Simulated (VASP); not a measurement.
# AgCl (Pm-3m) in VASP: single point with r2SCAN+rVV10

Aim: the single point of AgCl with r2SCAN+rVV10.

Everything below comes from runs of VASP 6.6.1. Logs are shortened: lines on timing, memory, paths and dates and some standing lists are left out, and cuts for length are marked.

**1. The cell of the first run**

The structure is cubic, space group Pm-3m (No. 221). The conventional cell has a = 3.366 Å, b = 3.366 Å, c = 3.366 Å, α = 90.00°, β = 90.00°, γ = 90.00°. Ag (site symmetry m-3m) has 8 Cl at 2.92 Å and 6 Ag at 3.37 Å within 3.8 Å. Cl (site symmetry m-3m) has 8 Ag at 2.92 Å and 6 Cl at 3.37 Å within 3.8 Å.

**2. Single point, r2SCAN+rVV10**

Contents of POSCAR:

```
AgCl
1.0
    3.3664696193      0.0000000000      0.0000000000
    0.0000000000      3.3664696193      0.0000000000
    0.0000000000      0.0000000000      3.3664696193
Ag Cl
1 1
Direct
    0.0000000000      0.0000000000      0.0000000000
    0.5000000000      0.5000000000      0.5000000000
```

Contents of INCAR.step1:

```
SYSTEM = AgCl
  PREC = Accurate
  ENCUT = 520
  ISMEAR = -1
  SIGMA = 0.03
  LREAL = .FALSE.
  LASPH = .TRUE.
  NELM = 100
  NBANDS = 16
  GGA = PE
  ALGO = Normal
  EDIFF = 1E-4
  LWAVE = .TRUE.
  LCHARG = .FALSE.
```

Contents of INCAR.step2:

```
SYSTEM = AgCl
  PREC = Accurate
  ENCUT = 520
  EDIFF = 1E-6
  ISMEAR = -1
  SIGMA = 0.03
  LREAL = .FALSE.
  LASPH = .TRUE.
  NELM = 100
  ALGO = Normal
  ISIF = 2
  LWAVE = .FALSE.
  LCHARG = .FALSE.
  METAGGA = R2SCAN
  LMIXTAU = .TRUE.
  LUSE_VDW = .TRUE.
  IVDW_NL = 2
  BPARAM = 11.95
  CPARAM = 0.0093
  NBANDS = 16
  ISTART = 1
```

Contents of KPOINTS:

```
regular mesh
0
G
  8 8 8
  0 0 0
```

Potentials or basis: VASP PAW PBE potentials, release 64 (Ag, Cl).

Started as:

```console
$ cat potpaw_PBE.64/Ag/POTCAR potpaw_PBE.64/Cl/POTCAR > POTCAR
$ cp INCAR.step1 INCAR
$ mpirun -np 1 vasp_std > vasp.out
$ cp INCAR.step2 INCAR
$ mpirun -np 1 vasp_std > vasp.out
```

OUTCAR:

```text
SYSTEM = AgCl
   PREC = Accurate
   ENCUT = 520
   EDIFF = 1E-6
   ISMEAR = -1
   LREAL = .FALSE.
   LASPH = .TRUE.
   NELM = 100
   ISIF = 2
   METAGGA = R2SCAN
   IVDW_NL = 2
   BPARAM = 11.95
   ISTART = 1

 ion  position               nearest neighbor table
   1  0.000  0.000  0.000-   2 2.92   2 2.92   2 2.92   2 2.92   2 2.92   2 2.92   2 2.92   2 2.92

   2  0.500  0.500  0.500-   1 2.92   1 2.92   1 2.92   1 2.92   1 2.92   1 2.92   1 2.92   1 2.92

  LATTYP: Found a simple cubic cell.
 ALAT       =     3.3664696193

  Lattice vectors:

 A1 = (   3.3664696193,   0.0000000000,   0.0000000000)
 A2 = (   0.0000000000,   3.3664696193,   0.0000000000)
 A3 = (   0.0000000000,   0.0000000000,   3.3664696193)

Analysis of symmetry for initial positions (statically):
=====================================================================
 Subroutine PRICEL returns:
 Original cell was already a primitive cell.

 Routine SETGRP: Setting up the symmetry group for a
 simple cubic supercell.

 Subroutine GETGRP returns: Found 48 space group operations
 (whereof 48 operations were pure point group operations)
 out of a pool of 48 trial point group operations.

The static configuration has the point symmetry O_h .

Analysis of symmetry for dynamics (positions and initial velocities):
=====================================================================
 Subroutine PRICEL returns:
 Original cell was already a primitive cell.

 Routine SETGRP: Setting up the symmetry group for a
 simple cubic supercell.

 Subroutine GETGRP returns: Found 48 space group operations
 (whereof 48 operations were pure point group operations)
 out of a pool of 48 trial point group operations.

The dynamic configuration has the point symmetry O_h .

 Subroutine INISYM returns: Found 48 space group operations
 (whereof 48 operations are pure point group operations),
 and found     1 'primitive' translations

----------------------------------------------------------------------------------------

                                     Primitive cell

  volume of cell :      38.1526

  direct lattice vectors                    reciprocal lattice vectors
     3.366469619  0.000000000  0.000000000     0.297047089  0.000000000  0.000000000
     0.000000000  3.366469619  0.000000000     0.000000000  0.297047089  0.000000000
     0.000000000  0.000000000  3.366469619     0.000000000  0.000000000  0.297047089

  length of vectors
[... 83 lines left out ...]
   LREAL  =      F    real-space projection
   EDIFFG = 0.1E-04   stopping-criterion for IOM
   NSW    =      0    number of steps for IOM
   IBRION =     -1    ionic relax: 0-MD 1-quasi-New 2-CG
   NFREE  =      0    steps in history (QN), initial steepest desc. (CG)
   ISIF   =      2    stress and relaxation
   ISYM   =      2    0-nonsym 1-usesym 2-fastsym
   POTIM  = 0.5000    time-step for ionic-motion
   TEBEG  =    0.0;   TEEND  =   0.0 temperature during run
   PSTRESS=    0.0 pullay stress
   NELECT =      18.0000    total number of electrons
   NUPDOWN=      -1.0000    fix difference up-down
   EMIN   =  10.00;   EMAX   =-10.00  energy-range for DOS
   EFERMI =   0.00;   METHOD = LEGACY
   ISMEAR =    -1;   SIGMA  =   0.03  broadening in eV -4-tet -1-fermi 0-gaus
   EFERMI_NEDOS =   21; number of points for ismear=-14 and -15
   IALGO  =     38    algorithm
   IMIX   =      4    mixing-type and parameters
     AMIX     =   0.40;   BMIX     =  1.00
     AMIX_MAG =   1.60;   BMIX_MAG =  1.00
  volume/ion in A,a.u.               =      19.08       128.73
  Fermi-wavevector in a.u.,A,eV,Ry     =   1.274454  2.408370 22.099045  1.624234
  Thomas-Fermi vector in A             =   2.407221
   LORBIT       =      0    0 simple, 1 ext, 2 COOP (PROOUT), +10 PAW based schemes
   METAGGA = R2SCAN    functional components
   LHFCALC =     F    Hartree Fock is set to
   AEXX    =    0.0000 exact exchange contribution
   IVDW_NL    =     2    kernel type
   BPARAM     =11.9500
   IVDW    =     0    specifies the selected vdW correction
   LEPSILON=     F    determine dielectric tensor
   LRPA    =     F    only Hartree local field effects (RPA)
 non-spin polarized calculation
  energy-cutoff  :      520.00
  volume of cell :       38.15
 maximum number of plane-waves:      1064
 NGX is ok and might be reduce to    28
   NGX = 13   NGY = 13   NGZ = 13

 number of electron      17.9999996 magnetization

 Free energy of the ion-electron system (eV)
  ---------------------------------------------------
  ext. energy  EPLUGINS =         0.00000000
  ---------------------------------------------------
  free energy    TOTEN  =       -27.88580755 eV

  energy without entropy =      -27.88580755  energy(sigma->0) =      -27.88580755

 E-fermi :   4.9333     XC(G=0): -11.2596

 val. band max:        4.3475964881   @ k =   0.5000   0.0000   0.0000
 cond. band min:       5.5109586711   @ k =   0.0000   0.0000   0.0000
 fundamental gap:      1.1633621830
 Fermi energy:         4.9333431503

 k-point     1 :       0.0000    0.0000    0.0000
  band No.  band energies     occupation
      1     -11.2354      2.00000
      2       1.3943      2.00000
      3       1.3943      2.00000
      4       2.4473      2.00000
      5       2.4473      2.00000
      6       2.4473      2.00000
[... 433 lines left out ...]
      3       0.2784      2.00000
      4       1.7151      2.00000
      5       1.8558      2.00000
      6       2.2402      2.00000
[... 8 lines left out ...]
     15      19.5252      0.00000
     16      20.7036      0.00000

 [... further k-points ...]

------------------------ aborting loop because EDIFF is reached ----------------------------------------

  FORCE on cell =-STRESS in cart. coord.  units (eV):
  Direction    XX          YY          ZZ          XY          YZ          ZX
  --------------------------------------------------------------------------------------
  -------------------------------------------------------------------------------------
  Total        0.0159346      0.0159346      0.0159346     -0.0000000      0.0000000     -0.0000000
  in kB        0.6691571      0.6691571      0.6691571     -0.0000000      0.0000000     -0.0000000
  external PRESSURE =       0.6691571 kB  Pullay stress =       0.0000000 kB

 VOLUME and BASIS-vectors are now :
 -----------------------------------------------------------------------------
  energy-cutoff  :      520.00
  volume of cell :       38.15
      direct lattice vectors                 reciprocal lattice vectors
     3.366469619  0.000000000  0.000000000     0.297047089  0.000000000  0.000000000
     0.000000000  3.366469619  0.000000000     0.000000000  0.297047089  0.000000000
     0.000000000  0.000000000  3.366469619     0.000000000  0.000000000  0.297047089

 POSITION                                       TOTAL-FORCE (eV/Angst)
 -----------------------------------------------------------------------------------
      0.00000      0.00000      0.00000         0.000000      0.000000      0.000000
      1.68323      1.68323      1.68323         0.000000      0.000000      0.000000
 -----------------------------------------------------------------------------------
    total drift:                               -0.000000      0.000000      0.000000

  FREE ENERGIE OF THE ION-ELECTRON SYSTEM (eV)
  ---------------------------------------------------
  free  energy   TOTEN  =       -27.8858075500 eV

  energy  without entropy=      -27.8858075499  energy(sigma->0) =      -27.88580755
```

OSZICAR.step1:

```text
N       E                     dE             d eps       ncg     rms          rms(c)
DAV:   1     0.100431890037E+03    0.10043E+03   -0.89345E+03  1144   0.104E+03
DAV:   2    -0.199899837477E+01   -0.10243E+03   -0.94314E+02  1488   0.227E+02
DAV:   3    -0.536957140267E+01   -0.33706E+01   -0.33631E+01  1312   0.437E+01
DAV:   4    -0.539072480409E+01   -0.21153E-01   -0.21152E-01  1488   0.378E+00
DAV:   5    -0.539096663973E+01   -0.24184E-03   -0.24184E-03  1384   0.391E-01    0.635E+00
DAV:   6    -0.511446667920E+01    0.27650E+00   -0.35433E-01  1328   0.863E+00    0.422E+00
DAV:   7    -0.510567306023E+01    0.87936E-02   -0.13625E-01  1224   0.246E+00    0.224E+00
DAV:   8    -0.510256549126E+01    0.31076E-02   -0.67787E-03  1264   0.840E-01    0.406E-01
DAV:   9    -0.510232163662E+01    0.24385E-03   -0.66193E-04  1448   0.373E-01    0.491E-02
DAV:  10    -0.510234377192E+01   -0.22135E-04   -0.93227E-05   648   0.104E-01
   1 F= -.51023438E+01 E0= -.51023436E+01  d E =-.350142E-06
```

Wall time 62 s (1 thread of Intel Xeon Platinum 8488C (Sapphire Rapids), shared host); peak memory 0.27 GiB.

What came out:

```
Free energy            : -27.8858 eV
Pressure               : 0.1 GPa
Band gap on the k mesh : 1.16 eV, indirect (least direct gap 2.94 eV)
```

Caveat: the PAW data sets were made with another functional, which shifts forces and pressure a little. r2SCAN opens gaps a little over a GGA but as a rule still falls short of measured ones.
